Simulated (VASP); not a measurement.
A run of VASP 6.6.1 is set up as follows.

The input INCAR:

```
SYSTEM = TiB2
ALGO = Normal
EDIFF = 1E-6
ENCUT = 520
GGA = CA
ISIF = 2
ISMEAR = -1
LASPH = .True.
LCHARG = .False.
LREAL = .False.
LWAVE = .False.
NBANDS = 16
NELM = 80
PREC = Accurate
SIGMA = 0.1
```

File KPOINTS:

```
k-points
0
Gamma
  11 11 9
  0 0 0
```

Contents of POSCAR:

```
TiB2
1.0
    2.9400914201      0.0000000000      0.0000000000
   -1.4700457100      2.5461938593      0.0000000000
    0.0000000000      0.0000000000      3.0800163248
Ti B
1 2
Direct
    0.0000000000      0.0000000000      0.0000000000
    0.3333333333      0.6666666667      0.5000000000
    0.6666666667      0.3333333333      0.5000000000
```

Potentials or basis: VASP PAW LDA potentials, release 64 (Ti_sv, B).

Run with:

```sh
$ cat potpaw_LDA.64/Ti_sv/POTCAR potpaw_LDA.64/B/POTCAR > POTCAR
$ mpirun -np 1 vasp_std > vasp.out
```

Problem. What does it give for the pressure?

Solution. 20.0 GPa.

Problem. Estimate the band gap on the k mesh.

Solution. Zero (band 9 reaches 11.47 eV, above the bottom of band 10 at 10.88 eV).
